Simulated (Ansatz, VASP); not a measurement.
One calculation of Mo, two programs

File INCAR:

```
PREC     = Accurate       # precision mode
ENCUT    = 520            # plane-wave cutoff, eV
EDIFF    = 1E-6           # SCF threshold, eV
ISMEAR   = 0              # smearing method
SIGMA    = 0.6            # smearing width, eV
LREAL    = F              # projectors in reciprocal space
LASPH    = T              # aspherical terms in the spheres
NELM     = 60             # most SCF steps
ALGO     = Normal         # electronic algorithm
ISIF     = 2              # what is computed and relaxed
LWAVE    = F              # write WAVECAR
LCHARG   = F              # write CHGCAR
NBANDS   = 13             # bands
```

The input KPOINTS:

```
Automatic mesh
0
Gamma
  14 14 14
```

Contents of POSCAR:

```
Mo
1.0
   -1.5565618036      1.5565618036      1.5565618036
    1.5565618036     -1.5565618036      1.5565618036
    1.5565618036      1.5565618036     -1.5565618036
Mo
1
Direct
    0.0000000000      0.0000000000      0.0000000000
```

Input for Ansatz:

```yaml
crystal:
  lattice:
    - [-1.5565618036, 1.5565618036, 1.5565618036]
    - [1.5565618036, -1.5565618036, 1.5565618036]
    - [1.5565618036, 1.5565618036, -1.5565618036]
  atoms:
    - { symbol: Mo, position: [0.0, 0.0, 0.0] }
hamiltonian:
  xc: lda
  pseudopotentials:
    kind: paw
    azcp:
      Mo: "pseudopotentials/Mo.paw.azcp"
basis:
  ecutwfc: 420
  fft_grid_basis: typed
kpoints:
  mp_grid: { grid: [14, 14, 14], shift: [0, 0, 0] }
magnetization:
  spin_polarized: false
scf:
  occupations: { method: gaussian, width: 0.6 }
  lower_state_search: "off"
output:
  stress: true
```

Alike in both runs: task single point; functional LDA; k mesh 14 × 14 × 14; occupations gaussian, width 0.6 eV; no spin polarisation.

```csv
,VASP,Ansatz
version,VASP 6.6.1,Ansatz 0.2.0
potentials or method,"VASP PAW LDA potentials, release 64 (Mo_sv), cutoff 520 eV","plane waves (420 eV) with PAW, scalar-relativistic"
valence electrons in the cell,14,14
```

|  | VASP | Ansatz | Ansatz less VASP |
| --- | --- | --- | --- |
| pressure (GPa) | 1.2 | 0.0 | -1.20 |

Ansatz warns that its potentials were made for another functional, while VASP's fit it. LDA's correlation is that of Perdew and Zunger in VASP and of Perdew and Wang (1992) in Ansatz.
